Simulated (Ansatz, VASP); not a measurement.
## Os: VASP beside Ansatz

The input INCAR:

```
SYSTEM = Os
PREC = Accurate
ENCUT = 520
EDIFF = 1E-6
ISMEAR = 0
SIGMA = 0.15
LREAL = .FALSE.
LASPH = .TRUE.
NELM = 80
ALGO = Normal
ISIF = 2
LWAVE = .FALSE.
LCHARG = .FALSE.
GGA = PS
NBANDS = 10
```

Contents of KPOINTS:

```
regular mesh
0
G
  20 20 20
  0 0 0
```

POSCAR

```
Os
1.0
    0.0000000000      2.0422500000      1.9936250000
    2.0422500000      0.0000000000      1.9936250000
    2.0422500000      2.0422500000      0.0000000000
Os
1
Direct
    0.0000000000      0.0000000000      0.0000000000
```

Input for Ansatz:

```yaml
crystal:
  lattice:
    - [0.0, 2.04225, 1.993625]
    - [2.04225, 0.0, 1.993625]
    - [2.04225, 2.04225, 0.0]
  atoms:
    - { symbol: Os, position: [0.0, 0.0, 0.0] }
basis:
  ecutwfc: 420
kpoints:
  mp_grid: { grid: [20, 20, 20] }
hamiltonian:
  xc: pbesol
scf:
  occupations: { method: gaussian, width: 0.15 }
output:
  forces: true
  stress: true
  eigenvalues: true
```

Change from the starting cell: strain +0.050 along x and y, +0.025 along z, atoms carried along.

Alike in both runs: task single point; functional PBEsol; k mesh 20 × 20 × 20; occupations gaussian, width 0.15 eV; no spin polarisation.

```csv
,VASP,Ansatz
version,VASP 6.6.1,Ansatz 0.2.0
potentials or method,"VASP PAW PBE potentials, release 64 (Os), cutoff 520 eV","scalar-relativistic, plane waves, PAW"
valence electrons in the cell,8,16
```

```csv
,VASP,Ansatz,Ansatz less VASP
gap on the k mesh at the Fermi level (eV),none,none,-
pressure (GPa),-49.1,-48.7,+0.44
"traceless stress, the component that is largest in VASP (GPa)",3.47,3.47,-0.001
```

VASP's potentials were made for PBE, not for PBEsol. A gap of «none» marks a metal or a gap that the smearing closes. Both programs put the cell under strong tension, so it lies far from rest at this level. The functional is the same, so the differences come from potentials, cutoffs and numerics. VASP's potentials hold 8 valence electrons a cell and Ansatz's 16, so a difference there can come from the potentials and not from the codes.

Spin-orbit coupling is off throughout. Noted on VASP's run: the cell as given lies far from equilibrium.
